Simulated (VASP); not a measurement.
Hf2N:

```
CELL_PARAMETERS angstrom
5.31312 0.00000 0.00000
0.00000 5.31312 0.00000
0.00000 0.00000 3.24210
ATOMIC_POSITIONS crystal
Hf 0.29554 0.29554 0.00000
Hf 0.70446 0.70446 0.00000
Hf 0.79554 0.20446 0.50000
Hf 0.20446 0.79554 0.50000
N 0.00000 0.00000 0.00000
N 0.50000 0.50000 0.50000
```

* Program: VASP 6.6.1
* Task: relaxation of cell and atoms
* Functional: PBEsol
* Potentials or basis: VASP PAW PBE potentials, release 64 (Hf_pv, N)
* Cutoff: 600 eV
* k mesh: 4 × 4 × 4
* Occupations: gaussian, width 0.1 eV
* Spin: no spin polarisation

At the start: pressure -3.2 GPa; volume 15.25 Å³/atom.

Q: How do energy, volume and symmetry change on relaxing?

A: Over 7 steps the energy falls by 2.8 meV/atom and the volume is 15.03 Å³/atom (-1.5 %); space group P4_2/mnm (No. 136, to 0.05 Å).

The path:
```tsv
step	energy change (eV)	largest force (eV/Å)	pressure (GPa)	volume (Å³)
1	0.0000	0.1492	-3.25	91.52
2	0.0358	0.0633	6.60	87.49
3	-0.0160	0.0814	0.07	90.06
4	-0.0160	0.0799	0.13	90.03
5	-0.0169	0.0280	0.07	90.08
6	-0.0169	0.0106	0.06	90.09
7	-0.0170	0.0029	-0.08	90.16
```

Final structure:
```yaml
crystal:
  lattice:
    - [5.28399, 0.00000, 0.00000]
    - [0.00000, 5.28399, 0.00000]
    - [0.00000, 0.00000, 3.22918]
  atoms:
    - { symbol: Hf, position: [0.29661, 0.29661, 0.00000] }
    - { symbol: Hf, position: [0.70339, 0.70339, 0.00000] }
    - { symbol: Hf, position: [0.79661, 0.20339, 0.50000] }
    - { symbol: Hf, position: [0.20339, 0.79661, 0.50000] }
    - { symbol: N, position: [0.00000, 0.00000, 0.00000] }
    - { symbol: N, position: [0.50000, 0.50000, 0.50000] }
```

Caveat: the k points lie up to 0.49 Å⁻¹ apart in the final cell; the PAW data sets were made with another functional, which shifts forces and pressure a little.
